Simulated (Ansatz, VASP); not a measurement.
**One calculation of AlAs, two programs**

File INCAR:

```
  ALGO = Normal
  EDIFF = 1E-6
  ENCUT = 500
  GGA = PE
  GGA_COMPAT = False
  ISIF = 2
  ISMEAR = 1
  LASPH = True
  LCHARG = False
  LREAL = False
  LWAVE = False
  NBANDS = 11
  NELM = 120
  PREC = Accurate
  SIGMA = 0.14
```

File KPOINTS:

```
k-points
0
Gamma
  4 4 4
```

Contents of POSCAR:

```
AlAs
1.0
    0.0000000000      2.8379008005      2.8379008005
    2.8379008005      0.0000000000      2.8379008005
    2.8379008005      2.8379008005      0.0000000000
Al As
1 1
Direct
    0.0000000000      0.0000000000      0.0000000000
    0.7500000000      0.7500000000      0.7500000000
```

Input for Ansatz:

```yaml
crystal:
  lattice:
    - [0.0, 2.8379008005, 2.8379008005]
    - [2.8379008005, 0.0, 2.8379008005]
    - [2.8379008005, 2.8379008005, 0.0]
  atoms:
    - { symbol: Al, position: [0.0, 0.0, 0.0] }
    - { symbol: As, position: [0.75, 0.75, 0.75] }
basis:
  ecutwfc: 420
kpoints:
  mp_grid: { grid: [4, 4, 4] }
hamiltonian:
  xc: pbe
scf:
  occupations: { method: cold, width: 0.14 }
output:
  forces: true
  stress: true
  eigenvalues: true
```

Alike in both runs: task single point; functional PBE; k mesh 4 × 4 × 4; no spin polarisation.

|  | VASP | Ansatz |
| --- | --- | --- |
| version | VASP 6.6.1 | Ansatz 0.2.0 |
| potentials or method | VASP PAW PBE potentials, release 64 (Al, As), cutoff 500 eV | scalar-relativistic, plane waves, PAW |
| occupations | methfessel-paxton of order 1, width 0.14 eV | cold, width 0.14 eV |
| valence electrons in the cell | 8 | 18 |

VASP gave:

```
gap on the k mesh at the Fermi level (eV) : 1.42
least direct gap on the mesh (eV)         : 1.99
pressure (GPa)                            : 2.4
```

Q: What did Ansatz give for the same quantities?

A: gap on the k mesh at the Fermi level (eV): 1.43; least direct gap on the mesh (eV): 1.98; pressure (GPa): 2.3.

VASP's potentials hold 8 valence electrons a cell and Ansatz's 18, so a difference there can come from the potentials and not from the codes.

The k mesh is coarse, so the values compare programs but aren't converged.
